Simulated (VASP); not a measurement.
# CoH4 (P6/mmm) in VASP: a series of runs

Runs on CoH4. Level: PBE. Tasks: single point, relaxation of cell and atoms.

Everything below comes from runs of VASP 6.6.1. Logs are shortened: lines on timing, memory, paths and dates and some standing lists are left out, and cuts for length are marked.

### Step 1. The cell of the first run

Symmetry: P6/mmm, No. 191, hexagonal system. Conventional cell: a = 2.948 Å, b = 2.948 Å, c = 3.126 Å, α = 90.00°, β = 90.00°, γ = 120.00°. Within 2.1 Å of Co (site symmetry 6/mmm) lie 2 H at 1.56 Å. Within 2.0 Å of H (site symmetry mmm) lie 6 H at 1.47 Å. Within 2.0 Å of H (site symmetry 6/mmm) lie 6 H at 1.47 Å and 2 Co at 1.56 Å.

### Step 2. Single point, PBE, collinear spin, ferromagnetic start

INCAR reads:

```
  PREC = Accurate
  ENCUT = 520
  EDIFF = 1E-6
  ISMEAR = 0
  SIGMA = 0.1
  LREAL = F
  LASPH = T
  NELM = 150
  ALGO = Normal
  ISIF = 2
  LWAVE = F
  LCHARG = T
  ISPIN = 2
  MAGMOM = 3 0 0 0 0
  LORBIT = 11
  LMAXMIX = 4
  GGA = PE
  LELF = T
  LVHAR = T
  NBANDS = 18
```

KPOINTS reads:

```
Automatic mesh
0
Gamma
  6 6 6
```

POSCAR reads:

```
CoH4
1.0
    2.9481684703      0.0000000030      0.0000000000
   -1.4740842377      2.5531887884      0.0000000000
    0.0000000000      0.0000000000      3.1264222199
Co H
1 4
Direct
    0.0000000000      0.0000000000      0.5000000000
    0.5000000000      0.0000000000      0.0000000000
    0.0000000000      0.5000000000      0.0000000000
    0.5000000000      0.5000000000      0.0000000000
    0.0000000000      0.0000000000      0.0000000000
```

Potentials or basis: VASP PAW PBE potentials, release 64 (Co, H).

Command:

```sh
$ cat potpaw_PBE.64/Co/POTCAR potpaw_PBE.64/H/POTCAR > POTCAR
$ mpirun -np 1 vasp_std > vasp.out
```

OUTCAR:

```text
PREC = Accurate
   ENCUT = 520
   EDIFF = 1E-6
   ISMEAR = 0
   LREAL = F
   LASPH = T
   NELM = 150
   ISIF = 2
   ISPIN = 2
   LORBIT = 11
   GGA = PE

 ion  position               nearest neighbor table
   1  0.000  0.000  0.500-   5 1.56   5 1.56
   2  0.500  0.000  0.000-
   3  0.000  0.500  0.000-
   4  0.500  0.500  0.000-
   5  0.000  0.000  0.000-   1 1.56   1 1.56

  LATTYP: Found a hexagonal cell.
 ALAT       =     2.9481684703
 C/A-ratio  =     1.0604625385

  Lattice vectors:

 A1 = (   2.9481684703,   0.0000000030,   0.0000000000)
 A2 = (  -1.4740842377,   2.5531887884,   0.0000000000)
 A3 = (   0.0000000000,   0.0000000000,   3.1264222199)

Analysis of symmetry for initial positions (statically):
=====================================================================
 Subroutine PRICEL returns:
 Original cell was already a primitive cell.

 Routine SETGRP: Setting up the symmetry group for a
 hexagonal supercell.

 Subroutine GETGRP returns: Found 24 space group operations
 (whereof 24 operations were pure point group operations)
 out of a pool of 24 trial point group operations.

The static configuration has the point symmetry D_6h.

Analysis of symmetry for dynamics (positions and initial velocities):
=====================================================================
 Subroutine PRICEL returns:
 Original cell was already a primitive cell.

 Routine SETGRP: Setting up the symmetry group for a
 hexagonal supercell.

 Subroutine GETGRP returns: Found 24 space group operations
 (whereof 24 operations were pure point group operations)
 out of a pool of 24 trial point group operations.

The dynamic configuration has the point symmetry D_6h.

Analysis of structural, dynamic, and magnetic symmetry:
=====================================================================
 Subroutine PRICEL returns:
 Original cell was already a primitive cell.

 Routine SETGRP: Setting up the symmetry group for a
 hexagonal supercell.

 Subroutine GETGRP returns: Found 24 space group operations
 (whereof 24 operations were pure point group operations)
 out of a pool of 24 trial point group operations.

The overall configuration has the point symmetry D_6h.

 Subroutine INISYM returns: Found 24 space group operations
 (whereof 24 operations are pure point group operations),
 and found     1 'primitive' translations

----------------------------------------------------------------------------------------

                                     Primitive cell

  volume of cell :      23.5333

  direct lattice vectors                    reciprocal lattice vectors
     2.948168470  0.000000003  0.000000000     0.339193642  0.195833541  0.000000000
    -1.474084238  2.553188788  0.000000000    -0.000000000  0.391667081  0.000000000
     0.000000000  0.000000000  3.126422220     0.000000000  0.000000000  0.319854431

  length of vectors
     2.948168470  2.948168470  3.126422220     0.391667081  0.391667081  0.319854431

  position of ions in fractional coordinates (direct lattice)
     0.000000000  0.000000000  0.500000000
     0.500000000  0.000000000  0.000000000
     0.000000000  0.500000000  0.000000000
     0.500000000  0.500000000  0.000000000
     0.000000000  0.000000000  0.000000000

  ion indices of the primitive-cell ions
   primitive index   ion index
                 1           1
                 2           2
                 3           3
                 4           4
                 5           5

----------------------------------------------------------------------------------------

 KPOINTS: Automatic mesh

Automatic generation of k-mesh.
 Grid dimensions read from file:
 generate k-points for:    6    6    6

 Generating k-lattice:

  Cartesian coordinates                     Fractional coordinates (reciprocal lattice)
     0.056532274  0.032638923  0.000000000     0.166666667  0.000000000  0.000000000
    -0.000000000  0.065277847  0.000000000     0.000000000  0.166666667  0.000000000
     0.000000000  0.000000000  0.053309072     0.000000000  0.000000000  0.166666667

  Length of vectors
     0.065277847  0.065277847  0.053309072

  Shift w.r.t. Gamma in fractional coordinates (k-lattice)
     0.000000000  0.000000000  0.000000000

 Subroutine IBZKPT returns following result:
 ===========================================

 Found     28 irreducible k-points:

 Following reciprocal coordinates:
            Coordinates               Weight
  0.000000  0.000000  0.000000      1.000000
  0.166667 -0.000000  0.000000      6.000000
  0.333333 -0.000000  0.000000      6.000000
  0.500000 -0.000000  0.000000      3.000000
  0.166667  0.166667  0.000000      6.000000
  0.333333  0.166667  0.000000     12.000000
[... 16 lines left out ...]
  0.166667 -0.000000  0.500000      6.000000
  0.333333 -0.000000  0.500000      6.000000
 [... further k-points ...]
   k-points           NKPTS =     28   k-points in BZ     NKDIM =     28   number of bands    NBANDS=     18
   number of dos      NEDOS =    301   number of ions     NIONS =      5
   total plane-waves  NPLWV =  13824
   dimension x,y,z NGX =    24 NGY =   24 NGZ =   24
   dimension x,y,z NGXF=    48 NGYF=   48 NGZF=   48
   ions per type =               1   4
   NGX,Y,Z   is equivalent  to a cutoff of  13.53, 13.53, 12.76 a.u.
   NGXF,Y,Z  is equivalent  to a cutoff of  27.07, 27.07, 25.52 a.u.
 SYSTEM =  unknown system
   PREC   = accura    normal or accurate (medium, high low for compatibility)
   ISTART =      0    job   : 0-new  1-cont  2-samecut
   ICHARG =      2    charge: 1-file 2-atom 10-const
   ISPIN  =      2    spin polarized calculation?
   LNONCOLLINEAR =      F non collinear calculations
   LSORBIT =      F    spin-orbit coupling
   LASPH  =      T    aspherical Exc in radial PAW
   ENCUT  =  520.0 eV  38.22 Ry    6.18 a.u.   5.48  5.48  5.81*2*pi/ulx,y,z
   NELM   =    150;   NELMIN=  2; NELMDL= -5     # of ELM steps
   EDIFF  = 0.1E-05   stopping-criterion for ELM
   LREAL  =      F    real-space projection
   EDIFFG = 0.1E-04   stopping-criterion for IOM
   NSW    =      0    number of steps for IOM
   IBRION =     -1    ionic relax: 0-MD 1-quasi-New 2-CG
   NFREE  =      0    steps in history (QN), initial steepest desc. (CG)
   ISIF   =      2    stress and relaxation
   ISYM   =      2    0-nonsym 1-usesym 2-fastsym
   POTIM  = 0.5000    time-step for ionic-motion
   TEBEG  =    0.0;   TEEND  =   0.0 temperature during run
   PSTRESS=    0.0 pullay stress
   NELECT =      13.0000    total number of electrons
   NUPDOWN=      -1.0000    fix difference up-down
   EMIN   =  10.00;   EMAX   =-10.00  energy-range for DOS
   EFERMI =   0.00;   METHOD = LEGACY
   ISMEAR =     0;   SIGMA  =   0.10  broadening in eV -4-tet -1-fermi 0-gaus
   EFERMI_NEDOS =   21; number of points for ismear=-14 and -15
   IALGO  =     38    algorithm
   IMIX   =      4    mixing-type and parameters
     AMIX     =   0.40;   BMIX     =  1.00
     AMIX_MAG =   1.60;   BMIX_MAG =  1.00
  volume/ion in A,a.u.               =       4.71        31.76
  Fermi-wavevector in a.u.,A,eV,Ry     =   1.343265  2.538403 24.549816  1.804361
  Thomas-Fermi vector in A             =   2.471353
   LORBIT       =     11    0 simple, 1 ext, 2 COOP (PROOUT), +10 PAW based schemes
   GGA     = PE    functional components
   LHFCALC =     F    Hartree Fock is set to
   AEXX    =    0.0000 exact exchange contribution
   IVDW    =     0    specifies the selected vdW correction
   LEPSILON=     F    determine dielectric tensor
   LRPA    =     F    only Hartree local field effects (RPA)
 spin polarized calculation
 Gauss-broadening in eV      SIGMA  =   0.10
  energy-cutoff  :      520.00
  volume of cell :       23.53
 maximum number of plane-waves:       660
 NGX is ok and might be reduce to    24
   NGX = 11   NGY = 11   NGZ = 11

 number of electron      12.9999997 magnetization       0.6211690

 Free energy of the ion-electron system (eV)
  ---------------------------------------------------
  ext. energy  EPLUGINS =         0.00000000
  ---------------------------------------------------
  free energy    TOTEN  =       -15.49186734 eV

  energy without entropy =      -15.48508350  energy(sigma->0) =      -15.48847542

 E-fermi :   6.5981     XC(G=0): -11.8885

 val. band max:        6.5780002382   @ k =   0.3333   0.3333   0.1667
 cond. band min:       6.6007417775   @ k =   0.3333   0.1667   0.0000
 fundamental gap:      0.0227415393
 Fermi energy:         6.5981248141

 spin component 1

 k-point     1 :       0.0000    0.0000    0.0000
  band No.  band energies     occupation
      1      -8.7274      1.00000
      2       2.0874      1.00000
      3       4.5452      1.00000
      4       4.5452      1.00000
      5       5.2756      1.00000
      6       5.2756      1.00000
[... 10 lines left out ...]
     17      32.6328      0.00000
     18      32.6328      0.00000
[... 466 lines left out ...]
      2       1.1754      1.00000
      3       3.6343      1.00000
      4       4.0389      1.00000
      5       4.8341      1.00000
      6       5.4834      1.00000
[... 10 lines left out ...]
     17      33.3260      0.00000
     18      33.4594      0.00000

 [... further k-points ...]

 spin component 2

 k-point     1 :       0.0000    0.0000    0.0000
  band No.  band energies     occupation
      1      -8.7204      1.00000
      2       2.4767      1.00000
      3       5.1616      1.00000
      4       5.1616      1.00000
      5       5.7846      1.00000
      6       5.7846      1.00000
[... 10 lines left out ...]
     17      32.7305      0.00000
     18      32.7305      0.00000
[... 466 lines left out ...]
      2       1.2565      1.00000
      3       3.9595      1.00000
      4       4.4182      1.00000
      5       5.4685      1.00000
      6       5.8436      1.00000
[... 10 lines left out ...]
     17      33.3517      0.00000
     18      33.4922      0.00000

 [... further k-points ...]
[... 5 lines left out ...]
  --------------------------------------------------------------------------------------
  -------------------------------------------------------------------------------------
  Total       -0.0274618     -0.0274618     -0.0117732     -0.0000000     -0.0000000     -0.0000000
  in kB       -1.8696353     -1.8696353     -0.8015350     -0.0000000     -0.0000000     -0.0000000
  external PRESSURE =      -1.5136019 kB  Pullay stress =       0.0000000 kB

 VOLUME and BASIS-vectors are now :
 -----------------------------------------------------------------------------
  energy-cutoff  :      520.00
  volume of cell :       23.53
      direct lattice vectors                 reciprocal lattice vectors
     2.948168470  0.000000003  0.000000000     0.339193642  0.195833541  0.000000000
    -1.474084238  2.553188788  0.000000000    -0.000000000  0.391667081  0.000000000
     0.000000000  0.000000000  3.126422220     0.000000000  0.000000000  0.319854431

 POSITION                                       TOTAL-FORCE (eV/Angst)
 -----------------------------------------------------------------------------------
      0.00000      0.00000      1.56321        -0.000000      0.000000      0.000000
      1.47408      0.00000      0.00000         0.000000      0.000000      0.000000
     -0.73704      1.27659      0.00000         0.000000      0.000000      0.000000
      0.73704      1.27659      0.00000         0.000000      0.000000      0.000000
      0.00000      0.00000      0.00000         0.000000      0.000000      0.000000
 -----------------------------------------------------------------------------------
    total drift:                                0.000000      0.000000      0.000000

  FREE ENERGIE OF THE ION-ELECTRON SYSTEM (eV)
  ---------------------------------------------------
  free  energy   TOTEN  =       -15.4918673388 eV

  energy  without entropy=      -15.4850835020  energy(sigma->0) =      -15.48847542

 total charge

# of ion       s       p       d       tot
------------------------------------------
    1        0.375   0.383   7.490   8.248
    2        0.412   0.032   0.000   0.445
    3        0.412   0.032   0.000   0.445
    4        0.412   0.032   0.000   0.445
    5        0.531   0.054   0.000   0.586
--------------------------------------------------
tot          2.143   0.534   7.490  10.168

 magnetization (x)

# of ion       s       p       d       tot
------------------------------------------
    1        0.007  -0.000   0.629   0.635
    2        0.002  -0.000   0.000   0.002
    3        0.002  -0.000   0.000   0.002
    4        0.002  -0.000   0.000   0.002
    5       -0.009   0.000   0.000  -0.009
--------------------------------------------------
tot          0.005  -0.001   0.629   0.633
```

Wall time 23 s (1 thread of Intel Xeon Platinum 8375C at 2.90GHz (Ice Lake), shared host); peak memory 0.16 GiB.

What came out:

- Free energy: -15.4919 eV
- Pressure: -0.2 GPa
- Net moment: 0.62 μB per cell
- Site moments: Co +0.64; H +0.00, -0.01 μB
- Valence electrons inside the program's atomic spheres: Co 8.25; H 0.45, 0.59

Caveat: the k points lie up to 0.41 Å⁻¹ apart.

[end of part 1 of 2]
